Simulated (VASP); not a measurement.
# AlN in VASP: a series of runs, part 2 of 2

VASP 6.6.1. Earlier steps stand in the parts before.

## Step 3: Single point, PBE

This run uses another cell than the first one: it holds 2 atoms, not 32.

Contents of INCAR:

```
PREC = Accurate
ENCUT = 520
EDIFF = 1E-7
ISMEAR = 0
SIGMA = 0.05
LREAL = False
LASPH = True
NELM = 60
ALGO = Normal
ISIF = 2
LWAVE = False
LCHARG = False
GGA = PE
NBANDS = 11
```

Contents of KPOINTS:

```
Automatic mesh
0
Gamma
  8 8 8
```

Contents of POSCAR:

```
AlN
1.0
    0.0000000000      2.2015871054      2.2015871054
    2.2015871054      0.0000000000      2.2015871054
    2.2015871054      2.2015871054      0.0000000000
Al N
1 1
Direct
    0.0000000000      0.0000000000      0.0000000000
    0.7500000000      0.7500000000      0.7500000000
```

Potentials or basis: VASP PAW PBE potentials, release 64 (Al, N).

Launch:

```
$ cat potpaw_PBE.64/Al/POTCAR potpaw_PBE.64/N/POTCAR > POTCAR
$ mpirun -np 1 vasp_std > vasp.out
```

OUTCAR:

```text
PREC = Accurate
   ENCUT = 520
   EDIFF = 1E-7
   ISMEAR = 0
   LREAL = False
   LASPH = True
   NELM = 60
   ISIF = 2
   GGA = PE

 ion  position               nearest neighbor table
   1  0.000  0.000  0.000-   2 1.91   2 1.91   2 1.91   2 1.91
   2  0.750  0.750  0.750-   1 1.91   1 1.91   1 1.91   1 1.91

  LATTYP: Found a face centered cubic cell.
 ALAT       =     4.4031742108

  Lattice vectors:

 A1 = (   0.0000000000,   2.2015871054,   2.2015871054)
 A2 = (   2.2015871054,   0.0000000000,   2.2015871054)
 A3 = (   2.2015871054,   2.2015871054,   0.0000000000)

Analysis of symmetry for initial positions (statically):
=====================================================================
 Subroutine PRICEL returns:
 Original cell was already a primitive cell.

 Routine SETGRP: Setting up the symmetry group for a
 face centered cubic supercell.

 Subroutine GETGRP returns: Found 24 space group operations
 (whereof 24 operations were pure point group operations)
 out of a pool of 48 trial point group operations.

The static configuration has the point symmetry T_d .

Analysis of symmetry for dynamics (positions and initial velocities):
[... 163 lines left out ...]
 fundamental gap:      3.3050569244
 Fermi energy:         5.9930908864

 k-point     1 :       0.0000    0.0000    0.0000
  band No.  band energies     occupation
      1      -9.0974      2.00000
      2       5.7451      2.00000
      3       5.7451      2.00000
      4       5.7451      2.00000
      5       9.7295      0.00000
      6      18.0688      0.00000
      7      18.0688      0.00000
      8      18.0688      0.00000
      9      23.2416      0.00000
     10      23.2416      0.00000
     11      24.5972      0.00000
[... 309 lines left out ...]
 k-point    24 :      -0.3750    0.2500    0.1250
  band No.  band energies     occupation
      1      -6.8112      2.00000
      2       0.6908      2.00000
      3       3.5511      2.00000
      4       4.6440      2.00000
      5      12.7689      0.00000
      6      14.7847      0.00000
      7      17.6764      0.00000
      8      18.2212      0.00000
      9      22.6143      0.00000
     10      24.2486      0.00000
     11      27.4462      0.00000

 [... further k-points ...]
[... 5 lines left out ...]
  --------------------------------------------------------------------------------------
  -------------------------------------------------------------------------------------
  Total       -0.0359546     -0.0359546     -0.0359546      0.0000000      0.0000000      0.0000000
  in kB       -2.6991528     -2.6991528     -2.6991528      0.0000000      0.0000000      0.0000000
  external PRESSURE =      -2.6991528 kB  Pullay stress =       0.0000000 kB

 VOLUME and BASIS-vectors are now :
 -----------------------------------------------------------------------------
  energy-cutoff  :      520.00
  volume of cell :       21.34
      direct lattice vectors                 reciprocal lattice vectors
     0.000000000  2.201587105  2.201587105    -0.227108888  0.227108888  0.227108888
     2.201587105  0.000000000  2.201587105     0.227108888 -0.227108888  0.227108888
     2.201587105  2.201587105  0.000000000     0.227108888  0.227108888 -0.227108888

 POSITION                                       TOTAL-FORCE (eV/Angst)
 -----------------------------------------------------------------------------------
      0.00000      0.00000      0.00000         0.000000      0.000000      0.000000
      3.30238      3.30238      3.30238        -0.000000     -0.000000     -0.000000
 -----------------------------------------------------------------------------------
    total drift:                               -0.000000     -0.000000     -0.000000

  FREE ENERGIE OF THE ION-ELECTRON SYSTEM (eV)
  ---------------------------------------------------
  free  energy   TOTEN  =       -14.8473020371 eV

  energy  without entropy=      -14.8473020371  energy(sigma->0) =      -14.84730204
```

Run time: 3.3 s. Hardware: 1 thread of Intel Xeon 6975P-C, shared host; peak memory 0.13 GiB.

What came out:

* Free energy: -14.8473 eV
* Pressure: -0.3 GPa
* Band gap on the k mesh: 3.31 eV, indirect (least direct gap 3.98 eV)

A k mesh can miss the band edges. As with any semilocal functional, this PBE gap is likely too small.

## Step 4: Single point, PBE

This run uses another cell than the first one: it holds 4 atoms, not 32.

Contents of INCAR:

```
  ALGO = Normal
  EDIFF = 1E-6
  ENCUT = 520
  GGA = PE
  ISIF = 2
  ISMEAR = 0
  LASPH = T
  LCHARG = T
  LELF = T
  LREAL = F
  LVHAR = T
  LWAVE = F
  NBANDS = 16
  NELM = 60
  PREC = Accurate
  SIGMA = 0.05
```

Contents of KPOINTS:

```
k-points
0
Gamma
  8 8 6
```

Contents of POSCAR:

```
AlN
1.0
    0.0000000000     -2.2015871054     -2.2015871054
    0.0000000000      2.2015871054     -2.2015871054
    4.4031742107      0.0000000000      0.0000000000
Al N
2 2
Direct
    0.5000000000      0.5000000000      0.5000000000
    0.0000000000      0.0000000000      0.0000000000
    0.0000000000      0.5000000000      0.2500000000
    0.5000000000      0.0000000000      0.7500000000
```

Launch:

```
$ cat potpaw_PBE.64/Al/POTCAR potpaw_PBE.64/N/POTCAR > POTCAR
$ mpirun -np 1 vasp_std > vasp.out
```

Run time: 14 s. Hardware: 1 thread of Intel Xeon 6975P-C, shared host; peak memory 0.17 GiB.

Results (log left out):

```
Free energy            : -29.6948 eV
Pressure               : -0.3 GPa
Band gap on the k mesh : 3.31 eV
```

Levels at points of the mesh, in eV from the valence-band top:
```tsv
k point	band 5	band 6	band 7	band 8	band 9	band 10	band 11	band 12
(0.00, 0.00, 0.00)	-1.75	0.00	0.00	0.00	3.31	3.98	8.47	12.32
(0.50, 0.00, 0.00)	-2.44	-2.44	-0.52	-0.52	7.71	7.71	9.02	9.02
(0.50, 0.50, 0.00)	-1.75	-1.75	-1.75	-1.75	3.31	3.31	8.47	8.47
(0.00, 0.00, 0.50)	-0.96	-0.96	-0.96	-0.96	5.84	5.84	10.05	10.05
(0.50, 0.00, 0.50)	-0.48	-0.48	-0.48	-0.48	7.16	7.16	9.70	9.70
(0.50, 0.50, 0.50)	-3.35	-3.35	-2.64	-2.64	5.99	5.99	11.29	11.29
```

A k mesh can miss the band edges. PBE gaps usually lie below the measured ones, often by a third to a half.

## Step 5: Single point, PBE (uniaxial strain along c: -1.5 %, then relaxed in part)

Contents of INCAR:

```
PREC = Accurate
ENCUT = 520
EDIFF = 1E-7
ISMEAR = 0
SIGMA = 0.02
LREAL = F
LASPH = T
NELM = 100
ALGO = Normal
ISIF = 2
LWAVE = F
LCHARG = T
GGA = PE
LELF = T
LVHAR = T
NBANDS = 16
```

Contents of KPOINTS:

```
Automatic mesh
0
Gamma
  8 8 6
```

Contents of POSCAR:

```
AlN
1.0
    2.2133159730      2.2133159730      0.0000000000
   -2.2133159730      2.2133159730      0.0000000000
    0.0000000000      0.0000000000      4.3371265976
Al N
2 2
Direct
    0.0000000000      0.0000000000      0.0000000000
    0.5000000000      0.5000000000      0.5000000000
    0.5000000000      0.0000000000      0.2500000000
    0.0000000000      0.5000000000      0.7500000000
```

Launch:

```
$ cat potpaw_PBE.64/Al/POTCAR potpaw_PBE.64/N/POTCAR > POTCAR
$ mpirun -np 1 vasp_std > vasp.out
```

It took 34 s on 1 thread of Intel Xeon 6975P-C, shared host; peak memory 0.16 GiB.

The run converged. Its results:

| Quantity | Value |
| --- | --- |
| Free energy | -29.6898 eV |
| Pressure | 0.6 GPa |
| Band gap on the k mesh | 3.20 eV |

Stress tensor (GPa, compression positive):
```
-0.27  0.00  0.00
 0.00 -0.27  0.00
 0.00  0.00  2.27
```

Levels at points of the mesh, in eV from the valence-band top:
```
           k point  band 5  band 6  band 7  band 8  band 9  band 10  band 11  band 12
(0.00, 0.00, 0.00)   -1.92   -0.08   -0.08    0.00    3.20     3.97     8.23    12.30
(0.50, 0.00, 0.00)   -2.42   -2.42   -0.66   -0.66    7.61     7.61     8.89     8.89
(0.50, 0.50, 0.00)   -1.75   -1.75   -1.75   -1.75    3.29     3.29     8.55     8.55
(0.00, 0.00, 0.50)   -1.09   -1.09   -1.09   -1.09    5.87     5.87     9.89     9.89
(0.50, 0.00, 0.50)   -0.62   -0.62   -0.45   -0.45    7.13     7.13     9.68     9.68
(0.50, 0.50, 0.50)   -3.44   -3.44   -2.72   -2.72    6.08     6.08    11.28    11.28
```

Caveat: the cell differs from its parent crystal (uniaxial strain along c: -1.5 %, then relaxed in part). A k mesh can miss the band edges.

## Step 6: Single point, PBE (uniaxial strain along c: -1.5 %)

Contents of INCAR:

```
ALGO = Normal
EDIFF = 1E-6
ENCUT = 520
GGA = PE
ISIF = 2
ISMEAR = 0
LASPH = T
LCHARG = F
LREAL = F
LWAVE = F
NBANDS = 16
NELM = 60
PREC = Accurate
SIGMA = 0.02
```

Contents of KPOINTS:

```
k-points
0
Gamma
  8 8 6
```

POSCAR: that of step 5 with these lines changed.

```diff
@@ -2,4 +2,4 @@
 1.0
-    2.2133159730      2.2133159730      0.0000000000
-   -2.2133159730      2.2133159730      0.0000000000
+    2.2098430570      2.2098430570      0.0000000000
+   -2.2098430570      2.2098430570      0.0000000000
     0.0000000000      0.0000000000      4.3371265976
```

Potentials or basis: VASP PAW PBE potentials, release 64 (Al, N).

Launch:

```
$ cat potpaw_PBE.64/Al/POTCAR potpaw_PBE.64/N/POTCAR > POTCAR
$ mpirun -np 1 vasp_std > vasp.out
```

Wall time 37 s (1 thread of Intel Xeon 6975P-C, shared host); peak memory 0.16 GiB.

It converged, with:

- Free energy: -29.6897 eV
- Pressure: 1.2 GPa
- Band gap on the k mesh: 3.21 eV

Stress tensor (GPa, compression positive):
```
0.42 0.00 0.00
0.00 0.42 0.00
0.00 0.00 2.78
```

Levels at points of the mesh, in eV from the valence-band top:
```csv
k point,band 4,band 5,band 6,band 7,band 8,band 9,band 10,band 11,band 12,band 13
"(0.00, 0.00, 0.00)",-1.91,-1.91,-0.08,-0.08,0.00,3.21,4.00,8.27,12.33,12.36
"(0.50, 0.00, 0.00)",-4.33,-2.42,-2.42,-0.65,-0.65,7.63,7.63,8.93,8.93,11.63
"(0.50, 0.50, 0.00)",-4.96,-1.76,-1.76,-1.75,-1.75,3.29,3.29,8.56,8.56,13.57
"(0.00, 0.00, 0.50)",-2.88,-1.09,-1.09,-1.09,-1.09,5.88,5.88,9.93,9.93,11.61
"(0.50, 0.00, 0.50)",-5.84,-0.61,-0.61,-0.45,-0.45,7.17,7.17,9.70,9.70,10.82
"(0.50, 0.50, 0.50)",-3.83,-3.44,-3.44,-2.72,-2.72,6.08,6.08,11.30,11.30,11.90
```

Caveat: the cell differs from its parent crystal (uniaxial strain along c: -1.5 %). A k mesh can miss the band edges.

## Step 7: The runs side by side

```tsv
cell	k mesh	smearing	gap on the mesh (eV)	pressure (GPa)
a = 7.627 Å, angles 109.5°, 32 atoms	4 × 4 × 4, shifted	gaussian 0.01 eV	3.61	-0.4
a = 3.114 Å, angles 60.0°, 2 atoms	8 × 8 × 8	gaussian 0.05 eV	3.31	-0.3
a = 3.114, b = 3.114, c = 4.403 Å, 4 atoms	8 × 8 × 6	gaussian 0.05 eV	3.31	-0.3
a = 3.130, b = 3.130, c = 4.337 Å, 4 atoms	8 × 8 × 6	gaussian 0.02 eV	3.20	0.6
a = 3.125, b = 3.125, c = 4.337 Å, 4 atoms	8 × 8 × 6	gaussian 0.02 eV	3.21	1.2
```

Alike in all rows: task single point; level PBE; potentials or basis VASP PAW PBE potentials, release 64 (Al, N); no spin polarisation; cutoff (eV) 520.

Absolute energies hang on the potentials; compare differences alone.
